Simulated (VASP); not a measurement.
## Bi: single point with PBE

Crystal: Bi.

```
CELL_PARAMETERS angstrom
2.23685 1.29145 3.88478
-2.23685 1.29145 3.88478
0.00000 -2.58290 3.88478
ATOMIC_POSITIONS crystal
Bi 0.76600 0.76600 0.76600
Bi 0.23400 0.23400 0.23400
```

```json
{
 "Program": "VASP 6.6.1",
 "Task": "single point",
 "Functional": "PBE",
 "Potentials or basis": "VASP PAW PBE potentials, release 64 (Bi_d)",
 "Cutoff": "520 eV",
 "k mesh": "7 × 7 × 7",
 "Occupations": "fermi-dirac, width 0.05 eV",
 "Spin": "no spin polarisation"
}
```

```
Pressure               : 4.4 GPa
Largest force          : 0.407 eV/Å
Band gap on the k mesh : 0.29 eV, indirect (least direct gap 0.55 eV)
```

Forces in eV/Å, atoms in the order of the input:
```
Bi   0.000  0.000 -0.407
Bi   0.000  0.000  0.407
```

Stress tensor (GPa, compression positive):
```
4.60 0.00 0.00
0.00 4.60 0.00
0.00 0.00 4.01
```

Levels at points of the mesh, in eV from the valence-band top:
```csv
k point,band 12,band 13,band 14,band 15,band 16,band 17,band 18,band 19
"(0.00, 0.00, 0.00)",-7.03,-1.32,-1.04,-1.04,2.80,3.31,3.31,5.92
```

Run time: 21 s on 1 thread of Intel(R) Xeon(R) 6975P-C (Granite Rapids), on a shared host, peak memory 0.22 GiB.

Caveat: spin-orbit coupling is left out, which moves the levels of the heavy elements. A k mesh can miss the band edges.
